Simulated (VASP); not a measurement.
# NaS3 (Fm-3m) in VASP: further runs

Runs on NaS3. Level: PBE. Tasks: single point, relaxation of cell and atoms.

Everything below comes from runs of VASP 6.6.1. Logs are shortened: lines on timing, memory, paths and dates and some standing lists are left out, and cuts for length are marked.

### Step 1. The cell of the first run

It takes space group Fm-3m (No. 225, cubic). Conventional cell: a = 6.635 Å, b = 6.635 Å, c = 6.635 Å, α = 90.00°, β = 90.00°, γ = 90.00°. Na (site symmetry m-3m) has 14 S at 2.87 to 3.32 Å within 3.8 Å. Within 3.8 Å of S (site symmetry m-3m) lie 8 S at 2.87 Å and 6 Na at 3.32 Å. Within 3.8 Å of S (site symmetry -43m) lie 4 Na at 2.87 Å and 10 S at 2.87 to 3.32 Å.

### Step 2. Single point, PBE

INCAR

```
SYSTEM = NaS3
PREC = Accurate ; ENCUT = 520
EDIFF = 1E-6 ; ISMEAR = 0
SIGMA = 0.1 ; LREAL = .FALSE.
LASPH = .TRUE. ; NELM = 100
ALGO = Normal ; ISIF = 2
LWAVE = .FALSE. ; LCHARG = .FALSE.
GGA = PE ; NBANDS = 20
```

KPOINTS

```
regular mesh
0
G
  12 12 12
  0 0 0
```

POSCAR

```
NaS3
1.0
    0.0000000000      3.3175022098      3.3175022098
    3.3175022098      0.0000000000      3.3175022098
    3.3175022098      3.3175022098      0.0000000000
Na S
1 3
Direct
    0.0000000000      0.0000000000      0.0000000000
    0.5000000000      0.5000000000      0.5000000000
    0.2500000000      0.2500000000      0.2500000000
    0.7500000000      0.7500000000      0.7500000000
```

Potentials or basis: VASP PAW PBE potentials, release 64 (Na_pv, S).

Started as:

```bash
cat potpaw_PBE.64/Na_pv/POTCAR potpaw_PBE.64/S/POTCAR > POTCAR
mpirun -np 1 vasp_std > vasp.out
```

OUTCAR:

```text
SYSTEM = NaS3
   PREC = Accurate
   ENCUT = 520
   EDIFF = 1E-6
   ISMEAR = 0
   LREAL = .FALSE.
   LASPH = .TRUE.
   NELM = 100
   ISIF = 2
   GGA = PE

 ion  position               nearest neighbor table
   1  0.000  0.000  0.000-
   2  0.500  0.500  0.500-
   3  0.250  0.250  0.250-
   4  0.750  0.750  0.750-

  LATTYP: Found a face centered cubic cell.
 ALAT       =     6.6350044196

  Lattice vectors:

 A1 = (   0.0000000000,   3.3175022098,   3.3175022098)
 A2 = (   3.3175022098,   0.0000000000,   3.3175022098)
 A3 = (   3.3175022098,   3.3175022098,   0.0000000000)

Analysis of symmetry for initial positions (statically):
=====================================================================
 Subroutine PRICEL returns:
 Original cell was already a primitive cell.

 Routine SETGRP: Setting up the symmetry group for a
 face centered cubic supercell.

 Subroutine GETGRP returns: Found 48 space group operations
 (whereof 48 operations were pure point group operations)
 out of a pool of 48 trial point group operations.

The static configuration has the point symmetry O_h .

Analysis of symmetry for dynamics (positions and initial velocities):
=====================================================================
 Subroutine PRICEL returns:
 Original cell was already a primitive cell.

 Routine SETGRP: Setting up the symmetry group for a
 face centered cubic supercell.

 Subroutine GETGRP returns: Found 48 space group operations
 (whereof 48 operations were pure point group operations)
 out of a pool of 48 trial point group operations.

The dynamic configuration has the point symmetry O_h .

 Subroutine INISYM returns: Found 48 space group operations
 (whereof 48 operations are pure point group operations),
 and found     1 'primitive' translations

----------------------------------------------------------------------------------------

                                     Primitive cell

  volume of cell :      73.0237

  direct lattice vectors                    reciprocal lattice vectors
     0.000000000  3.317502210  3.317502210    -0.150715800  0.150715800  0.150715800
     3.317502210  0.000000000  3.317502210     0.150715800 -0.150715800  0.150715800
     3.317502210  3.317502210  0.000000000     0.150715800  0.150715800 -0.150715800

  length of vectors
     4.691656618  4.691656618  4.691656618     0.261047423  0.261047423  0.261047423

  position of ions in fractional coordinates (direct lattice)
     0.000000000  0.000000000  0.000000000
     0.500000000  0.500000000  0.500000000
     0.250000000  0.250000000  0.250000000
     0.750000000  0.750000000  0.750000000

  ion indices of the primitive-cell ions
   primitive index   ion index
                 1           1
                 2           2
                 3           3
                 4           4

----------------------------------------------------------------------------------------

 KPOINTS: regular mesh

Automatic generation of k-mesh.
 Grid dimensions read from file:
 generate k-points for:   12   12   12

 Generating k-lattice:

  Cartesian coordinates                     Fractional coordinates (reciprocal lattice)
    -0.012559650  0.012559650  0.012559650     0.083333333  0.000000000  0.000000000
     0.012559650 -0.012559650  0.012559650     0.000000000  0.083333333  0.000000000
     0.012559650  0.012559650 -0.012559650     0.000000000  0.000000000  0.083333333

  Length of vectors
     0.021753952  0.021753952  0.021753952

  Shift w.r.t. Gamma in fractional coordinates (k-lattice)
     0.000000000  0.000000000  0.000000000

 Subroutine IBZKPT returns following result:
 ===========================================

 Found     72 irreducible k-points:

 Following reciprocal coordinates:
            Coordinates               Weight
  0.000000  0.000000  0.000000      1.000000
  0.083333  0.000000  0.000000      8.000000
  0.166667  0.000000  0.000000      8.000000
  0.250000  0.000000  0.000000      8.000000
  0.333333  0.000000  0.000000      8.000000
  0.416667  0.000000  0.000000      8.000000
[... 16 lines left out ...]
  0.500000  0.166667  0.000000     24.000000
 -0.416667  0.166667  0.000000     24.000000
 [... further k-points ...]
   k-points           NKPTS =     72   k-points in BZ     NKDIM =     72   number of bands    NBANDS=     20
   number of dos      NEDOS =    301   number of ions     NIONS =      4
   total plane-waves  NPLWV =  46656
   dimension x,y,z NGX =    36 NGY =   36 NGZ =   36
   dimension x,y,z NGXF=    72 NGYF=   72 NGZF=   72
   ions per type =               1   3
   NGX,Y,Z   is equivalent  to a cutoff of  12.76, 12.76, 12.76 a.u.
   NGXF,Y,Z  is equivalent  to a cutoff of  25.51, 25.51, 25.51 a.u.
 SYSTEM =  NaS3
   PREC   = accura    normal or accurate (medium, high low for compatibility)
   ISTART =      0    job   : 0-new  1-cont  2-samecut
   ICHARG =      2    charge: 1-file 2-atom 10-const
   ISPIN  =      1    spin polarized calculation?
   LNONCOLLINEAR =      F non collinear calculations
   LSORBIT =      F    spin-orbit coupling
   LASPH  =      T    aspherical Exc in radial PAW
   ENCUT  =  520.0 eV  38.22 Ry    6.18 a.u.   8.72  8.72  8.72*2*pi/ulx,y,z
   NELM   =    100;   NELMIN=  2; NELMDL= -5     # of ELM steps
   EDIFF  = 0.1E-05   stopping-criterion for ELM
   LREAL  =      F    real-space projection
   EDIFFG = 0.1E-04   stopping-criterion for IOM
   NSW    =      0    number of steps for IOM
   IBRION =     -1    ionic relax: 0-MD 1-quasi-New 2-CG
   NFREE  =      0    steps in history (QN), initial steepest desc. (CG)
   ISIF   =      2    stress and relaxation
   ISYM   =      2    0-nonsym 1-usesym 2-fastsym
   POTIM  = 0.5000    time-step for ionic-motion
   TEBEG  =    0.0;   TEEND  =   0.0 temperature during run
   PSTRESS=    0.0 pullay stress
   NELECT =      25.0000    total number of electrons
   NUPDOWN=      -1.0000    fix difference up-down
   EMIN   =  10.00;   EMAX   =-10.00  energy-range for DOS
   EFERMI =   0.00;   METHOD = LEGACY
   ISMEAR =     0;   SIGMA  =   0.10  broadening in eV -4-tet -1-fermi 0-gaus
   EFERMI_NEDOS =   21; number of points for ismear=-14 and -15
   IALGO  =     38    algorithm
   IMIX   =      4    mixing-type and parameters
     AMIX     =   0.40;   BMIX     =  1.00
     AMIX_MAG =   1.60;   BMIX_MAG =  1.00
  volume/ion in A,a.u.               =      18.26       123.20
  Fermi-wavevector in a.u.,A,eV,Ry     =   1.145250  2.164209 17.845367  1.311597
  Thomas-Fermi vector in A             =   2.281939
   LORBIT       =      0    0 simple, 1 ext, 2 COOP (PROOUT), +10 PAW based schemes
   GGA     = PE    functional components
   LHFCALC =     F    Hartree Fock is set to
   AEXX    =    0.0000 exact exchange contribution
   IVDW    =     0    specifies the selected vdW correction
   LEPSILON=     F    determine dielectric tensor
   LRPA    =     F    only Hartree local field effects (RPA)
 non-spin polarized calculation
 Gauss-broadening in eV      SIGMA  =   0.10
  energy-cutoff  :      520.00
  volume of cell :       73.02
 maximum number of plane-waves:      1992
   NGX = 17   NGY = 17   NGZ = 17

 number of electron      25.0000005 magnetization

 Free energy of the ion-electron system (eV)
  ---------------------------------------------------
  ext. energy  EPLUGINS =         0.00000000
  ---------------------------------------------------
  free energy    TOTEN  =       -11.71706871 eV

  energy without entropy =      -11.69819641  energy(sigma->0) =      -11.70763256

 E-fermi :   4.5849     XC(G=0):  -9.9236

 val. band max:        4.5741117991   @ k =  -0.4167   0.4167   0.0833
 cond. band min:       4.5850142314   @ k =  -0.3333   0.4167   0.0833
 fundamental gap:      0.0109024323
 Fermi energy:         4.5848900087

 k-point     1 :       0.0000    0.0000    0.0000
  band No.  band energies     occupation
      1     -18.5338      2.00000
      2     -18.5338      2.00000
      3     -18.5338      2.00000
      4     -10.1635      2.00000
      5      -6.4129      2.00000
      6      -5.8308      2.00000
[... 12 lines left out ...]
     19      13.8019      0.00000
     20      13.8019      0.00000

 k-point     2 :       0.0833    0.0000    0.0000
  band No.  band energies     occupation
      1     -18.5344      2.00000
      2     -18.5338      2.00000
      3     -18.5338      2.00000
      4     -10.1165      2.00000
      5      -6.4561      2.00000
      6      -5.8973      2.00000
[... 12 lines left out ...]
     19      13.5037      0.00000
     20      13.7730      0.00000

 k-point     3 :       0.1667    0.0000    0.0000
  band No.  band energies     occupation
      1     -18.5362      2.00000
      2     -18.5340      2.00000
      3     -18.5340      2.00000
      4      -9.9782      2.00000
      5      -6.5896      2.00000
      6      -6.0739      2.00000
[... 12 lines left out ...]
     19      13.0295      0.00000
     20      13.6889      0.00000

 k-point     4 :       0.2500    0.0000    0.0000
  band No.  band energies     occupation
      1     -18.5385      2.00000
      2     -18.5342      2.00000
      3     -18.5342      2.00000
      4      -9.7582      2.00000
      5      -6.8372      2.00000
      6      -6.2792      2.00000
[... 12 lines left out ...]
     19      13.2976      0.00000
     20      13.6126      0.00000

 k-point     5 :       0.3333    0.0000    0.0000
  band No.  band energies     occupation
      1     -18.5409      2.00000
      2     -18.5345      2.00000
      3     -18.5345      2.00000
      4      -9.4785      2.00000
      5      -7.1956      2.00000
      6      -6.4280      2.00000
[... 12 lines left out ...]
     19      13.7885      0.00000
     20      13.7893      0.00000
[... 353 lines left out ...]
      6      -6.5974      2.00000
[... 12 lines left out ...]
     19      13.0706      0.00000
     20      13.8283      0.00000

 k-point    22 :       0.4167    0.1667    0.0000
  band No.  band energies     occupation
      1     -18.5412      2.00000
      2     -18.5356      2.00000
      3     -18.5351      2.00000
      4      -9.2284      2.00000
      5      -7.3058      2.00000
      6      -6.7315      2.00000
[... 12 lines left out ...]
     19      13.2701      0.00000
     20      14.5405      0.00000

 k-point    23 :       0.5000    0.1667    0.0000
  band No.  band energies     occupation
      1     -18.5422      2.00000
      2     -18.5361      2.00000
      3     -18.5351      2.00000
      4      -8.9740      2.00000
      5      -7.6116      2.00000
      6      -6.7993      2.00000
[... 12 lines left out ...]
     19      13.8950      0.00000
     20      13.9290      0.00000

 k-point    24 :      -0.4167    0.1667    0.0000
  band No.  band energies     occupation
      1     -18.5422      2.00000
      2     -18.5364      2.00000
      3     -18.5350      2.00000
      4      -8.9281      2.00000
      5      -7.6641      2.00000
      6      -6.8135      2.00000
[... 12 lines left out ...]
     19      13.8099      0.00000
     20      14.6182      0.00000

 [... further k-points ...]
[... 5 lines left out ...]
  --------------------------------------------------------------------------------------
  -------------------------------------------------------------------------------------
  Total        0.0029640      0.0029640      0.0029640      0.0000000      0.0000000      0.0000000
  in kB        0.0650323      0.0650323      0.0650323      0.0000000      0.0000000      0.0000000
  external PRESSURE =       0.0650323 kB  Pullay stress =       0.0000000 kB

 VOLUME and BASIS-vectors are now :
 -----------------------------------------------------------------------------
  energy-cutoff  :      520.00
  volume of cell :       73.02
      direct lattice vectors                 reciprocal lattice vectors
     0.000000000  3.317502210  3.317502210    -0.150715800  0.150715800  0.150715800
     3.317502210  0.000000000  3.317502210     0.150715800 -0.150715800  0.150715800
     3.317502210  3.317502210  0.000000000     0.150715800  0.150715800 -0.150715800

 POSITION                                       TOTAL-FORCE (eV/Angst)
 -----------------------------------------------------------------------------------
      0.00000      0.00000      0.00000         0.000000      0.000000     -0.000000
      3.31750      3.31750      3.31750         0.000000      0.000000     -0.000000
      1.65875      1.65875      1.65875         0.000000      0.000000      0.000000
      4.97625      4.97625      4.97625        -0.000000     -0.000000     -0.000000
 -----------------------------------------------------------------------------------
    total drift:                               -0.000000      0.000000      0.000000

  FREE ENERGIE OF THE ION-ELECTRON SYSTEM (eV)
  ---------------------------------------------------
  free  energy   TOTEN  =       -11.7170687140 eV

  energy  without entropy=      -11.6981964079  energy(sigma->0) =      -11.70763256
```

It took 69 s on 1 thread of AMD EPYC 7R43 (Zen 3), shared host; peak memory 0.21 GiB.

What came out:

```yaml
Free_energy: -11.7171 eV
Pressure: 0.0 GPa
```

Levels at points of the mesh, in eV from the Fermi level:
| k point | band 9 | band 10 | band 11 | band 12 | band 13 | band 14 | band 15 | band 16 | band 17 | band 18 |
| --- | --- | --- | --- | --- | --- | --- | --- | --- | --- | --- |
| (0.00, 0.00, 0.00) | -3.38 | -3.11 | -3.11 | -3.11 | 0.17 | 0.17 | 0.17 | 5.39 | 5.39 | 6.38 |
| (0.50, 0.00, 0.00) | -3.78 | -2.35 | -2.35 | -1.18 | 0.51 | 0.51 | 0.54 | 6.95 | 6.95 | 7.00 |
| (0.50, 0.50, 0.00) | -3.46 | -1.59 | -0.37 | -0.37 | 0.22 | 0.68 | 0.68 | 5.22 | 8.05 | 8.12 |

### Step 3. Relaxation of cell and atoms, PBE

This run uses another cell than the first one, of 18.37 Å³/atom, 1.006 times its volume.

INCAR

```
SYSTEM = NaS3
PREC = Accurate
ENCUT = 600
EDIFF = 1E-7
ISMEAR = 0
SIGMA = 0.1
LREAL = .FALSE.
LASPH = .TRUE.
NELM = 100
ALGO = Normal
ISIF = 3
LWAVE = .FALSE.
LCHARG = .FALSE.
GGA = PE
IBRION = 2
NSW = 100
EDIFFG = -0.01
```

KPOINTS is that of step 2.

POSCAR

```
NaS3
1.0
    0.0000000000      3.3246329550      3.3246329550
    3.3246329550      0.0000000000      3.3246329550
    3.3246329550      3.3246329550      0.0000000000
Na S
1 3
Direct
    0.0000000000      0.0000000000      0.0000000000
    0.5000000000      0.5000000000      0.5000000000
    0.2500000000      0.2500000000      0.2500000000
    0.7500000000      0.7500000000      0.7500000000
```

Potentials or basis: VASP PAW PBE potentials, release 64 (Na_pv, S).

Started as:

```bash
cat potpaw_PBE.64/Na_pv/POTCAR potpaw_PBE.64/S/POTCAR > POTCAR
mpirun -np 1 vasp_std > vasp.out
```

Wall time 2.2 min (1 thread of AMD EPYC 7R43 (Zen 3), shared host); peak memory 0.26 GiB.

The run converged. Its results:

* Free energy: -11.7172 eV
* Relaxed volume: 18.29 Å³/atom
* Relaxed cell: a = 4.694 Å, b = 4.694 Å, c = 4.694 Å, α = 60.00°, β = 60.00°, γ = 60.00°
* Space group after relaxing (to 0.05 Å): Fm-3m (No. 225)
* Energy gained by relaxing: 0.1 meV/atom
* Ionic steps: 2
* Pressure after relaxing: -0.1 GPa

The path:
| step | energy change (eV) | largest force (eV/Å) | pressure (GPa) | volume (Å³) |
| --- | --- | --- | --- | --- |
| 1 | 0.0000 | 0.0000 | -0.28 | 73.50 |
| 2 | -0.0004 | 0.0000 | -0.06 | 73.15 |

Final structure:
```
Na S
1.0
     0.00000    3.31946    3.31946
     3.31946    0.00000    3.31946
     3.31946    3.31946    0.00000
Na S
1 3
Direct
  0.00000 0.00000 0.00000
  0.50000 0.50000 0.50000
  0.25000 0.25000 0.25000
  0.75000 0.75000 0.75000
```

Levels at points of the mesh, in eV from the Fermi level:
| k point | band 11 | band 12 | band 13 | band 14 | band 15 | band 16 |
| --- | --- | --- | --- | --- | --- | --- |
| (0.00, 0.00, 0.00) | -3.11 | -3.11 | 0.17 | 0.17 | 0.17 | 5.40 |
| (0.50, 0.00, 0.00) | -2.34 | -1.18 | 0.51 | 0.51 | 0.54 | 6.95 |
| (0.50, 0.50, 0.00) | -0.37 | -0.37 | 0.22 | 0.68 | 0.68 | 5.22 |

### Step 4. Single point, PBE

This run uses another cell than the first one, of 18.37 Å³/atom, 1.006 times its volume.

INCAR

```
SYSTEM = NaS3
PREC = Accurate
ENCUT = 520
EDIFF = 1E-6
ISMEAR = 0
SIGMA = 0.1
LREAL = .False.
LASPH = .True.
NELM = 100
ALGO = Normal
ISIF = 2
LWAVE = .False.
LCHARG = .False.
GGA = PE
NBANDS = 20
```

KPOINTS

```
regular mesh
0
Gamma
  4 4 4
  0 0 0
```

POSCAR is that of step 3.

Started as:

```bash
cat potpaw_PBE.64/Na_pv/POTCAR potpaw_PBE.64/S/POTCAR > POTCAR
mpirun -np 1 vasp_std > vasp.out
```

Wall time 11 s (1 thread of AMD EPYC 7R43 (Zen 3), shared host); peak memory 0.16 GiB.

It converged, with:

```
Free energy : -11.7164 eV
Pressure    : -0.3 GPa
```

Levels at points of the mesh, in eV from the Fermi level:
```
           k point  band 8  band 9  band 10  band 11  band 12  band 13  band 14  band 15  band 16  band 17
(0.00, 0.00, 0.00)   -3.33   -3.33    -3.09    -3.09    -3.09     0.17     0.17     0.17     5.43     5.43
(0.50, 0.00, 0.00)   -4.27   -3.75    -2.33    -2.33    -1.18     0.52     0.52     0.56     6.97     6.97
(0.50, 0.50, 0.00)   -5.26   -3.44    -1.56    -0.38    -0.38     0.21     0.69     0.69     5.22     8.06
```

Caveat: the k points lie up to 0.41 Å⁻¹ apart.

### Step 5. Relaxation of cell and atoms, PBE

This run uses another cell than the first one, of 20.38 Å³/atom, 1.116 times its volume.

INCAR

```
PREC = Accurate ; ENCUT = 600
EDIFF = 1E-7 ; ISMEAR = 0
SIGMA = 0.1 ; LREAL = False
LASPH = True ; NELM = 100
ALGO = Normal ; ISIF = 3
LWAVE = False ; LCHARG = False
GGA = PE ; IBRION = 2
NSW = 90 ; EDIFFG = -0.04
```

KPOINTS

```
regular mesh
0
Gamma
  4 4 4
```

POSCAR

```
NaS3
1.0
    0.0000000000      3.4416191000      3.4416191000
    3.4416191000      0.0000000000      3.4416191000
    3.4416191000      3.4416191000      0.0000000000
Na S
1 3
Direct
    0.0000000000      0.0000000000      0.0000000000
    0.5000000000      0.5000000000      0.5000000000
    0.2500000000      0.2500000000      0.2500000000
    0.7500000000      0.7500000000      0.7500000000
```

Started as:

```bash
cat potpaw_PBE.64/Na_pv/POTCAR potpaw_PBE.64/S/POTCAR > POTCAR
mpirun -np 1 vasp_std > vasp.out
```

It took 32 s on 1 thread of AMD EPYC 7R43 (Zen 3), shared host; peak memory 0.2 GiB.

It converged, with:

```yaml
Free_energy: -11.7175 eV
Relaxed_volume: 18.29 Å³/atom
Relaxed_cell: a = 4.695 Å, b = 4.695 Å, c = 4.695 Å, α = 60.00°, β = 60.00°, γ = 60.00°
Space_group_after_relaxing_to_0.05_Å: Fm-3m (No. 225)
Energy_gained_by_relaxing: 31.8 meV/atom
Ionic_steps: 3
Pressure_after_relaxing: -0.1 GPa
```

Step by step:
```
step  energy change (eV)  largest force (eV/Å)  pressure (GPa)  volume (Å³)
   1              0.0000                0.0000           -4.35        81.53
   2             -0.1181                0.0000           -1.36        75.18
   3             -0.1273                0.0000           -0.09        73.18
```

Final structure:
```xyz
4
Lattice="0.0000 3.3198 3.3198 3.3198 0.0000 3.3198 3.3198 3.3198 0.0000" Properties=species:S:1:pos:R:3 pbc="T T T"
Na    0.0000    0.0000    0.0000
S     3.3198    3.3198    3.3198
S     1.6599    1.6599    1.6599
S     4.9798    4.9798    4.9798
```

Levels at points of the mesh, in eV from the Fermi level:
| k point | band 9 | band 10 | band 11 | band 12 | band 13 | band 14 | band 15 | band 16 |
| --- | --- | --- | --- | --- | --- | --- | --- | --- |
| (0.00, 0.00, 0.00) | -3.35 | -3.11 | -3.11 | -3.11 | 0.17 | 0.17 | 0.17 | 5.41 |
| (0.50, 0.00, 0.00) | -3.76 | -2.34 | -2.34 | -1.18 | 0.53 | 0.53 | 0.56 | 7.00 |
| (0.50, 0.50, 0.00) | -3.45 | -1.56 | -0.38 | -0.38 | 0.22 | 0.70 | 0.70 | 5.23 |

Caveat: the k points lie up to 0.41 Å⁻¹ apart in the final cell.

### Step 6. Summary

```tsv
task	cell	k mesh	cutoff (eV)	gap on the mesh (eV)	pressure (GPa)	relaxed volume (Å³/atom)
single point	a = 4.692 Å, angles 60.0°, 4 atoms	12 × 12 × 12	520	none	0.0	-
relaxation of cell and atoms	relaxed from a = 4.702 Å, angles 60.0°, 4 atoms	12 × 12 × 12	600	none	-0.1	18.29
single point	a = 4.702 Å, angles 60.0°, 4 atoms	4 × 4 × 4	520	none	-0.3	-
relaxation of cell and atoms	relaxed from a = 4.867 Å, angles 60.0°, 4 atoms	4 × 4 × 4	600	none	-0.1	18.29
```

Alike in all rows: level PBE; potentials or basis VASP PAW PBE potentials, release 64 (Na_pv, S); no spin polarisation; smearing gaussian 0.1 eV.

Caveats: some runs use coarse meshes.

Absolute energies hang on the potentials; compare differences alone.
